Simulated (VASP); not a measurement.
Ta4Mo:

```
CELL_PARAMETERS angstrom
7.79636 0.00000 0.00000
0.00000 7.79636 0.00000
0.00000 0.00000 2.56452
ATOMIC_POSITIONS crystal
Ta 0.67203 0.00000 0.50000
Ta 0.32797 0.00000 0.50000
Ta 0.00000 0.67203 0.50000
Ta 0.00000 0.32797 0.50000
Mo 0.00000 0.00000 0.50000
```

The cell was generated, and may not be a known phase.

| Quantity | Value |
| --- | --- |
| Program | VASP 6.6.1 |
| Task | relaxation of cell and atoms |
| Functional | PBE |
| Potentials or basis | VASP PAW PBE potentials, release 64 (Ta_pv, Mo_sv) |
| Cutoff | 600 eV |
| k mesh | 6 × 6 × 14 |
| Occupations | gaussian, width 0.1 eV |
| Spin | no spin polarisation |

At the start: pressure 0.4 GPa; volume 31.18 Å³/atom.

Q: Where does the relaxation end?

A: Over 9 steps the energy falls by 3.5 meV/atom and the volume is 31.11 Å³/atom (-0.2 %); space group P4/mmm (No. 123, to 0.1 Å) before and after.

The path:
```csv
step,energy change (eV),largest force (eV/Å),pressure (GPa),volume (Å³)
1,0.0000,0.0909,0.43,155.88
2,-0.0049,0.0835,-1.26,157.75
3,-0.0131,0.0862,-0.55,156.92
4,-0.0168,0.0546,0.17,155.08
5,-0.0170,0.0619,0.03,155.42
6,-0.0174,0.0026,0.03,155.42
7,-0.0174,0.0037,0.03,155.42
8,-0.0174,0.0016,0.03,155.42
9,-0.0174,0.0014,-0.04,155.54
```

Final structure:
```xyz
5
Lattice="7.7415 0.0000 0.0000 0.0000 7.7415 0.0000 0.0000 0.0000 2.5953" Properties=species:S:1:pos:R:3 pbc="T T T"
Ta    5.1934    0.0000    1.2977
Ta    2.5481    0.0000    1.2977
Ta    0.0000    5.1934    1.2977
Ta    0.0000    2.5481    1.2977
Mo    0.0000    0.0000    1.2977
```
